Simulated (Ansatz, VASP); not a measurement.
## Ru: VASP beside Ansatz

```
Ru
1.0
     2.72000    0.00000    0.00000
    -1.36000    2.35559    0.00000
     0.00000    0.00000    4.29677
Ru
2
Direct
  0.33333 0.66667 0.25000
  0.66667 0.33333 0.75000
```

Alike in both runs: functional PBE; k mesh 18 × 18 × 10; occupations gaussian, width 0.1 eV; no spin polarisation.

Ansatz relaxed the structure, and its values are those at the end. VASP's run is a single point on that final structure, the one shown.

```csv
,VASP,Ansatz
version,VASP 6.6.1,Ansatz 0.2.0
potentials or method,"VASP PAW PBE potentials, release 64 (Ru_pv), cutoff 520 eV","scalar-relativistic, plane waves, PAW"
valence electrons in the cell,28,32
```

|  | VASP | Ansatz | Ansatz less VASP |
| --- | --- | --- | --- |
| gap on the k mesh at the Fermi level (eV) | none | none | - |
| pressure (GPa) | -0.1 | 0.0 | +0.09 |

A gap of «none» marks a metal or a gap that the smearing closes. VASP's potentials hold 28 valence electrons a cell and Ansatz's 32, so a difference there can come from the potentials and not from the codes.
